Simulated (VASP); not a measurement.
# Al2O3 (P-6m2) in VASP: further runs, part 2 of 2

VASP 6.6.1. The steps go on from the part before.

## 3. Single point, PBE+D3(BJ)

This run uses another cell than the first one, of 11.22 Å³/atom, 1.025 times its volume.

INCAR

```
SYSTEM = Al2O3
ALGO     = Normal         ! electronic algorithm
EDIFF    = 1E-6           ! SCF threshold, eV
ENCUT    = 520            ! plane-wave cutoff, eV
GGA      = PE             ! functional
ISIF     = 2              ! what is computed and relaxed
ISMEAR   = 0              ! smearing method
IVDW     = 12             ! dispersion correction
LASPH    = .TRUE.         ! aspherical terms in the spheres
LCHARG   = .FALSE.        ! write CHGCAR
LREAL    = .FALSE.        ! projectors in reciprocal space
LWAVE    = .FALSE.        ! write WAVECAR
NBANDS   = 20             ! bands
NELM     = 60             ! most SCF steps
PREC     = Accurate       ! precision mode
SIGMA    = 0.05           ! smearing width, eV
```

KPOINTS

```
k-points
0
G
  9 9 4
  0 0 0
```

POSCAR

```
Al2O3
1.0
    2.9416895826      0.0000000000      0.0000000000
   -1.4708447913      2.5475779086      0.0000000000
    0.0000000000      0.0000000000      7.4858055969
Al O
2 3
Direct
    0.0000000000      0.0000000000      0.1907358529
    0.0000000000      0.0000000000      0.8092641471
    0.3333333333      0.6666666667      0.2772396691
    0.6666666667      0.3333333333      0.0000000000
    0.3333333333      0.6666666667      0.7227603309
```

Potentials or basis: VASP PAW PBE potentials, release 64 (Al, O).

Launch:

```sh
> cat potpaw_PBE.64/Al/POTCAR potpaw_PBE.64/O/POTCAR > POTCAR
> mpirun -np 1 vasp_std > vasp.out
```

Wall time 44 s (1 thread of Intel Xeon Platinum 8375C at 2.90GHz (Ice Lake), shared host); peak memory 0.2 GiB.

It converged, with:

- Free energy: -37.1963 eV
- Pressure: -9.4 GPa
- Largest force: 0.498 eV/Å
- Band gap on the k mesh: 4.06 eV, indirect (least direct gap 4.19 eV)
- Dispersion energy per atom: -0.180 eV

Forces in eV/Å, atoms in the order of the input:
```
Al   0.000  0.000 -0.498
Al   0.000  0.000  0.498
O    0.000  0.000 -0.021
O    0.000  0.000  0.000
O    0.000  0.000  0.021
```

Stress tensor (GPa, compression positive):
```
-11.48   0.00   0.00
  0.00 -11.48   0.00
  0.00   0.00  -5.12
```

Levels at points of the mesh, in eV from the valence-band top:
```tsv
k point	band 9	band 10	band 11	band 12	band 13	band 14	band 15	band 16
(0.00, 0.00, 0.00)	-1.66	-0.54	-0.54	-0.13	4.06	7.07	7.48	10.95
(0.00, 0.00, 0.50)	-1.68	-0.70	-0.54	-0.54	4.58	6.40	7.65	11.31
```

## 4. Single point, PBE+D3(BJ)

This run uses another cell than the first one, of 11.22 Å³/atom, 1.025 times its volume.

INCAR

```
  ALGO = Normal
  EDIFF = 1E-6
  ENCUT = 520
  GGA = PE
  ISIF = 2
  ISMEAR = 0
  IVDW = 12
  LASPH = True
  LCHARG = True
  LELF = True
  LREAL = False
  LVHAR = True
  LWAVE = False
  NBANDS = 20
  NELM = 80
  PREC = Accurate
  SIGMA = 0.05
```

KPOINTS

```
k-points
0
Gamma
  9 9 4
```

POSCAR: that of step 3 with these lines changed.

```diff
@@ -10,4 +10,4 @@
     0.0000000000      0.0000000000      0.8092641471
-    0.3333333333      0.6666666667      0.2772396691
+    0.3333333333      0.6666666667      0.2635340166
     0.6666666667      0.3333333333      0.0000000000
-    0.3333333333      0.6666666667      0.7227603309
+    0.3333333333      0.6666666667      0.7364659834
```

Launch:

```sh
> cat potpaw_PBE.64/Al/POTCAR potpaw_PBE.64/O/POTCAR > POTCAR
> mpirun -np 1 vasp_std > vasp.out
```

It took 45 s on 1 thread of Intel Xeon Platinum 8375C at 2.90GHz (Ice Lake), shared host; peak memory 0.19 GiB.

It converged, with:

* Free energy: -37.0315 eV
* Pressure: -2.9 GPa
* Largest force: 1.986 eV/Å
* Band gap on the k mesh: 4.18 eV, indirect (least direct gap 4.38 eV)
* Dispersion energy per atom: -0.181 eV

Forces in eV/Å, atoms in the order of the input:
```
Al   0.000  0.000 -1.986
Al   0.000  0.000  1.986
O    0.000  0.000  1.628
O    0.000  0.000  0.000
O    0.000  0.000 -1.628
```

Stress tensor (GPa, compression positive):
```
-4.85  0.00  0.00
 0.00 -4.85  0.00
 0.00  0.00  0.91
```

Levels at points of the mesh, in eV from the valence-band top:
```tsv
k point	band 10	band 11	band 12	band 13	band 14	band 15
(0.00, 0.00, 0.00)	-0.22	-0.19	-0.19	4.18	7.06	7.36
(0.00, 0.00, 0.50)	-0.70	-0.19	-0.19	4.89	5.97	7.65
```

Caveat: forces of over 1 eV/Å act on the atoms, so gaps and moduli don't describe the material at rest. A k mesh can miss the band edges.

## 5. Single point, PBE+D3(BJ)

This run uses another cell than the first one, of 11.22 Å³/atom, 1.025 times its volume.

INCAR

```
SYSTEM = Al2O3
PREC = Accurate ; ENCUT = 520
EDIFF = 1E-7 ; ISMEAR = 0
SIGMA = 0.05 ; LREAL = .FALSE.
LASPH = .TRUE. ; NELM = 80
ALGO = Normal ; ISIF = 2
LWAVE = .FALSE. ; LCHARG = .FALSE.
GGA = PE ; IVDW = 12
NBANDS = 20
```

KPOINTS

```
Automatic mesh
0
G
  9 9 4
  0 0 0
```

POSCAR: that of step 4 with these lines changed.

```diff
@@ -10,4 +10,4 @@
     0.0000000000      0.0000000000      0.8092641471
-    0.3333333333      0.6666666667      0.2635340166
+    0.3333333333      0.6666666667      0.2909453217
     0.6666666667      0.3333333333      0.0000000000
-    0.3333333333      0.6666666667      0.7364659834
+    0.3333333333      0.6666666667      0.7090546783
```

Potentials or basis: VASP PAW PBE potentials, release 64 (Al, O).

Launch:

```sh
> cat potpaw_PBE.64/Al/POTCAR potpaw_PBE.64/O/POTCAR > POTCAR
> mpirun -np 1 vasp_std > vasp.out
```

OUTCAR:

```text
SYSTEM = Al2O3
   PREC = Accurate
   ENCUT = 520
   EDIFF = 1E-7
   ISMEAR = 0
   LREAL = .FALSE.
   LASPH = .TRUE.
   NELM = 80
   ISIF = 2
   GGA = PE
   IVDW = 12
 IVDW          = 12

 ion  position               nearest neighbor table
   1  0.000  0.000  0.191-   3 1.86   3 1.86   3 1.86   4 2.22   4 2.22   4 2.22   2 2.86
   2  0.000  0.000  0.809-   5 1.86   5 1.86   5 1.86   4 2.22   4 2.22   4 2.22   1 2.86
   3  0.333  0.667  0.291-   1 1.86   1 1.86   1 1.86
[... 762 lines left out ...]
  Direction    XX          YY          ZZ          XY          YZ          ZX
  --------------------------------------------------------------------------------------
  -------------------------------------------------------------------------------------
  Total      -5.70727    -5.70727    -4.27401     0.00000     0.00000     0.00000
  in kB    -162.99567  -162.99567  -122.06274     0.00000     0.00000     0.00000
  external pressure =     -149.35 kB  Pullay stress =        0.00 kB

 VOLUME and BASIS-vectors are now :
 -----------------------------------------------------------------------------
  energy-cutoff  :      520.00
  volume of cell :       56.10
      direct lattice vectors                 reciprocal lattice vectors
     2.941689583  0.000000000  0.000000000     0.339940695  0.196264852  0.000000000
    -1.470844791  2.547577909  0.000000000     0.000000000  0.392529703  0.000000000
     0.000000000  0.000000000  7.485805597     0.000000000  0.000000000  0.133586157

 POSITION                                       TOTAL-FORCE (eV/Angst)
 -----------------------------------------------------------------------------------
      0.00000      0.00000      1.42781         0.000000     -0.000000      0.992123
      0.00000      0.00000      6.05799        -0.000000     -0.000000     -0.992123
     -0.00000      1.69839      2.17796         0.000000      0.000000     -1.629647
      1.47084      0.84919      0.00000        -0.000000     -0.000000      0.000000
     -0.00000      1.69839      5.30785         0.000000      0.000000      1.629647
 -----------------------------------------------------------------------------------
    total drift:                                0.000000     -0.000000      0.000000

  FREE ENERGIE OF THE ION-ELECTRON SYSTEM (eV)
  ---------------------------------------------------
  free  energy   TOTEN  =       -37.0256026872 eV

  energy  without entropy=      -37.0256026872  energy(sigma->0) =      -37.02560269
```

OSZICAR:

```text
N       E                     dE             d eps       ncg     rms          rms(c)
DAV:   1     0.100373357493E+03    0.10037E+03   -0.12508E+04  1440   0.110E+03
DAV:   2    -0.337445169843E+02   -0.13412E+03   -0.13049E+03  1720   0.243E+02
DAV:   3    -0.402628515922E+02   -0.65183E+01   -0.64952E+01  1904   0.545E+01
DAV:   4    -0.403131207988E+02   -0.50269E-01   -0.50260E-01  1732   0.532E+00
DAV:   5    -0.403138516280E+02   -0.73083E-03   -0.73082E-03  1840   0.630E-01    0.122E+01
DAV:   6    -0.361377888655E+02    0.41761E+01   -0.13775E+01  1596   0.264E+01    0.442E+00
DAV:   7    -0.361373258014E+02    0.46306E-03   -0.41336E-01  1620   0.454E+00    0.248E+00
DAV:   8    -0.361254057027E+02    0.11920E-01   -0.58587E-02  1740   0.225E+00    0.698E-01
DAV:   9    -0.361270596935E+02   -0.16540E-02   -0.12826E-02  1892   0.114E+00    0.198E-01
DAV:  10    -0.361280388325E+02   -0.97914E-03   -0.29616E-03  1620   0.387E-01    0.146E-01
DAV:  11    -0.361283474432E+02   -0.30861E-03   -0.61816E-04  1644   0.250E-01    0.323E-02
DAV:  12    -0.361283687480E+02   -0.21305E-04   -0.10923E-04  1788   0.888E-02    0.126E-02
DAV:  13    -0.361283753142E+02   -0.65663E-05   -0.31625E-05  1608   0.401E-02    0.791E-03
DAV:  14    -0.361283742269E+02    0.10873E-05   -0.14585E-06  1940   0.108E-02    0.301E-03
DAV:  15    -0.361283742604E+02   -0.33466E-07   -0.47767E-07  1652   0.553E-03
   1 F= -.37025603E+02 E0= -.37025603E+02  d E =-.370507E-20
```

stdout:

```text
POSCAR found type information on POSCAR AlO
 POSCAR found :  2 types and       5 ions
 scaLAPACK will be used
 LDA part: xc-table for (Slater+PW92), standard interpolation
 POSCAR, INCAR and KPOINTS ok, starting setup
 FFT: planning ... GRIDC
 FFT: planning ... GRID_SOFT
 FFT: planning ... GRID
 WAVECAR not read
 entering main loop
```

Run time: 42 s. Hardware: 1 thread of Intel Xeon Platinum 8375C at 2.90GHz (Ice Lake), shared host; peak memory 0.19 GiB.

What came out:

```
Free energy                : -37.0256 eV
Pressure                   : -14.9 GPa
Largest force              : 1.630 eV/Å
Band gap on the k mesh     : 3.68 eV, indirect (least direct gap 3.75 eV)
Dispersion energy per atom : -0.179 eV
```

Forces on the atoms (eV/Å):
```
Al   0.000  0.000  0.992
Al   0.000  0.000 -0.992
O    0.000  0.000 -1.630
O    0.000  0.000  0.000
O    0.000  0.000  1.630
```

Caveat: forces of over 1 eV/Å act on the atoms, so gaps and moduli don't describe the material at rest.
